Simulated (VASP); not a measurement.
The system is ZnS.

```
Zn S
1.0
     0.00000    2.70465    2.70465
     2.70465    0.00000    2.70465
     2.70465    2.70465    0.00000
Zn S
1 1
Direct
  0.00000 0.00000 0.00000
  0.75000 0.75000 0.75000
```

Base run:

* Program: VASP 6.6.1
* Functional: r2SCAN
* Potentials or basis: VASP PAW PBE potentials, release 64 (Zn, S)
* Cutoff: 520 eV
* k mesh: 8 × 8 × 8
* Occupations: gaussian, width 0.05 eV
* Spin: no spin polarisation

Its results: band gap on the k mesh 2.66 eV, direct; pressure -0.8 GPa.

Task: The run is repeated on the same cell with these changes: further incar settings from ALGO = Normal; EDIFF = 1e-06; NBANDS = 16 to ALGO = Normal; EDIFF = 1e-07; NBANDS = 16; dispersion from none to D4. What comes out?

Result: Band gap on the k mesh 2.66 eV, direct; pressure -1.7 GPa.

Caveats: the PAW data sets were made with another functional, which shifts forces and pressure a little.

